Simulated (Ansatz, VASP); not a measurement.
# AlN: VASP beside Ansatz

```
Al N
1.0
     0.00000    2.18490    2.18490
     2.18490    0.00000    2.18490
     2.18490    2.18490    0.00000
Al N
1 1
Direct
  0.00000 0.00000 0.00000
  0.72139 0.77861 0.77861
```

Change from the starting cell: all N atoms moved +0.125 Å, as atom 2 along Cartesian [1 0 0].

Alike in both runs: task single point; functional r2SCAN; k mesh 10 × 10 × 10; occupations gaussian, width 0.05 eV; no spin polarisation.

|  | VASP | Ansatz |
| --- | --- | --- |
| version | VASP 6.6.1 | Ansatz 0.2.0 |
| potentials or method | VASP PAW PBE potentials, release 64 (Al, N), cutoff 520 eV | scalar-relativistic, plane waves, PAW |
| valence electrons in the cell | 8 | 8 |

```tsv
	VASP	Ansatz	Ansatz less VASP
gap on the k mesh at the Fermi level (eV)	3.60	3.61	+0.007
least direct gap on the mesh (eV)	4.52	4.49	-0.038
pressure (GPa)	1.6	1.9	+0.38
traceless stress, the component that is largest in VASP (GPa)	8.62	8.45	-0.176
rms of the force components (eV/Å)	1.074	1.061	-0.0130
```

VASP's potentials were made for PBE, not for r2SCAN. Atom by atom the forces differ by 0.013 eV/Å (rms over components).
